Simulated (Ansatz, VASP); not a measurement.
# Two plane-wave programs on P

INCAR

```
PREC     = Accurate       # precision mode
ENCUT    = 520            # plane-wave cutoff, eV
EDIFF    = 1E-7           # SCF threshold, eV
ISMEAR   = 0              # smearing method
SIGMA    = 0.15           # smearing width, eV
LREAL    = False          # projectors in reciprocal space
LASPH    = True           # aspherical terms in the spheres
NELM     = 80             # most SCF steps
ALGO     = Normal         # electronic algorithm
ISIF     = 2              # what is computed and relaxed
LWAVE    = False          # write WAVECAR
LCHARG   = False          # write CHGCAR
GGA      = PS             # functional
IVDW     = 12             # dispersion correction
NBANDS   = 12             # bands
```

Contents of KPOINTS:

```
regular mesh
0
Gamma
  28 28 28
```

Contents of POSCAR:

```
P
1.0
   -1.7188645906      2.4294080057      1.6506332897
    1.7188645906     -2.4294080057      1.6506332897
    1.7188645906      2.4294080057     -1.6506332897
P
2
Direct
    0.7673866800      0.0173866800      0.7500000000
    0.2326133200      0.9826133200      0.2500000000
```

Input for Ansatz:

```yaml
crystal:
  lattice:
    - [-1.7188645906, 2.4294080057, 1.6506332897]
    - [1.7188645906, -2.4294080057, 1.6506332897]
    - [1.7188645906, 2.4294080057, -1.6506332897]
  atoms:
    - { symbol: P, position: [0.76738668, 0.01738668, 0.75] }
    - { symbol: P, position: [0.23261332, 0.98261332, 0.25] }
basis:
  ecutwfc: 420
kpoints:
  mp_grid: { grid: [28, 28, 28] }
hamiltonian:
  xc: pbesol
  dispersion: d3bj
scf:
  occupations: { method: gaussian, width: 0.15 }
output:
  forces: true
  stress: true
  eigenvalues: true
```

Alike in both runs: task single point; functional PBEsol; dispersion D3(BJ); k mesh 28 × 28 × 28; occupations gaussian, width 0.15 eV; no spin polarisation.

|  | VASP | Ansatz |
| --- | --- | --- |
| version | VASP 6.6.1 | Ansatz 0.2.0 |
| potentials or method | VASP PAW PBE potentials, release 64 (P), cutoff 520 eV | scalar-relativistic, plane waves, PAW |
| valence electrons in the cell | 10 | 10 |

```csv
,VASP,Ansatz,Ansatz less VASP
gap on the k mesh at the Fermi level (eV),none,none,-
pressure (GPa),0.2,0.1,-0.10
"traceless stress, the component that is largest in VASP (GPa)",5.75,5.74,-0.014
rms of the force components (eV/Å),0.022,0.032,+0.0097
```

VASP's potentials were made for PBE, not for PBEsol. Atom by atom the forces differ by 0.010 eV/Å (rms over components). A gap of «none» marks a metal or a gap that the smearing closes.
